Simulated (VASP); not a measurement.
Set up this calculation in VASP 6.6.1, as the native input.

| Quantity | Value |
| --- | --- |
| Task | single point |
| Functional | r2SCAN |
| Potentials or basis | VASP PAW PBE potentials, release 64 (O, H, C) |
| Cutoff | 580 eV |
| k mesh | 1 × 1 × 1 |
| Occupations | fermi-dirac, width 0.02 eV |
| Spin | no spin polarisation |
| Dipole correction | no |
| Further INCAR settings | ALGO = Normal; EDIFF = 1e-06; NBANDS = 60 |

H20CO9:

```
O H C
1.0
     6.73567    0.00000    0.00000
     0.00000    6.72516    0.00000
     0.00000    0.00000    6.72598
O H C
9 20 1
Direct
  0.07217 0.11598 0.49679
  0.81339 0.88933 0.00543
  0.24127 0.60836 0.31192
  0.54388 0.54683 0.04459
  0.38945 0.38163 0.65547
  0.92525 0.35611 0.16713
  0.00387 0.76416 0.66804
  0.64445 0.09219 0.35846
  0.48095 0.02037 0.77306
  0.96701 0.16739 0.41616
  0.15207 0.22261 0.54205
  0.89788 0.81665 0.91008
  0.73760 0.77768 0.04533
  0.21275 0.73219 0.23809
  0.15688 0.50944 0.24315
  0.47441 0.52403 0.91772
  0.43657 0.55975 0.13692
  0.44705 0.43959 0.54254
  0.44999 0.24799 0.66447
  0.81454 0.43238 0.11059
  0.94733 0.25187 0.06861
  0.98545 0.89150 0.60204
  0.13433 0.73965 0.66529
  0.64396 0.96460 0.44230
  0.71304 0.03225 0.23886
  0.20305 0.09533 0.85950
  0.59997 0.97756 0.84267
  0.31232 0.94028 0.03506
  0.38596 0.18572 0.04223
  0.33845 0.07060 0.94823
```

These files were run (other wordings do the same):

POSCAR

```
H20CO9
1.0
    6.7356680000      0.0000000000      0.0000000000
    0.0000000000      6.7251640000      0.0000000000
    0.0000000000      0.0000000000      6.7259810000
O H C
9 20 1
Direct
    0.0721680463      0.1159823017      0.4967899850
    0.8133862892      0.8893314721      0.0054267177
    0.2412678297      0.6083569114      0.3119247586
    0.5438807257      0.5468268134      0.0445882913
    0.3894491237      0.3816263812      0.6554731570
    0.9252534418      0.3561102748      0.1671280368
    0.0038748941      0.7641598034      0.6680363801
    0.6444498155      0.0921910603      0.3584607212
    0.4809471013      0.0203712504      0.7730619519
   -0.0329885618      0.1673862526      0.4161623412
    0.1520710344      0.2226116716      0.5420473237
    0.8978767956      0.8166492297     -0.0899199686
    0.7375957366      0.7776762024      0.0453316773
    0.2127480155      0.7321903228      0.2380916628
    0.1568812477      0.5094448254      0.2431466874
    0.4744147128      0.5240318303     -0.0822779606
    0.4365713987      0.5597484314      0.1369168304
    0.4470529129      0.4395877930      0.5425379584
    0.4499924878      0.2479939523      0.6644681274
    0.8145443035      0.4323760729      0.1105860989
    0.9473299456      0.2518748985      0.0686145263
   -0.0145494107      0.8915024228      0.6020385725
    0.1343296611      0.7396548248      0.6652858520
    0.6439598864     -0.0354043411      0.4422997924
    0.7130398945      0.0322520016      0.2388647842
    0.2030533571      0.0953285303      0.8595028740
    0.5999701886     -0.0224381145      0.8426726153
    0.3123224007     -0.0597160158      1.0350609078
    0.3859602344      0.1857203780      1.0422271487
    0.3384519546      0.0706005088      0.9482334250
```

INCAR.step1

```
  ALGO = Normal
  EDIFF = 1E-5
  ENCUT = 580
  GGA = PE
  GGA_COMPAT = False
  ISMEAR = -1
  LASPH = True
  LCHARG = False
  LREAL = False
  LWAVE = True
  NBANDS = 60
  NELM = 120
  PREC = Accurate
  SIGMA = 0.02
```

INCAR.step2

```
  ALGO = Normal
  EDIFF = 1E-6
  ENCUT = 580
  GGA_COMPAT = False
  ISIF = 2
  ISMEAR = -1
  ISTART = 1
  LASPH = True
  LCHARG = True
  LELF = True
  LMIXTAU = True
  LREAL = False
  LVHAR = True
  LWAVE = False
  METAGGA = R2SCAN
  NBANDS = 60
  NELM = 120
  PREC = Accurate
  SIGMA = 0.02
```

KPOINTS

```
k-points
0
Gamma
  1 1 1
```

Potentials or basis: VASP PAW PBE potentials, release 64 (O, H, C).

The run is started by

```sh
$ cat potpaw_PBE.64/O/POTCAR potpaw_PBE.64/H/POTCAR potpaw_PBE.64/C/POTCAR > POTCAR
$ cp INCAR.step1 INCAR
$ mpirun -np 1 vasp_gam > vasp.out
$ cp INCAR.step2 INCAR
$ mpirun -np 1 vasp_gam > vasp.out
```

It gave:

| Item | Value |
| --- | --- |
| Pressure | 0.0 GPa |
| Largest force | 5.101 eV/Å |

Caveat: the k points lie up to 0.93 Å⁻¹ apart; the atoms stand as in a frame of molecular dynamics; the PAW data sets were made with another functional, which shifts forces and pressure a little.

Wall time 100 s on 1 thread of Intel(R) Xeon(R) 6975P-C (Granite Rapids), with other jobs on the host, peak memory 0.41 GiB.
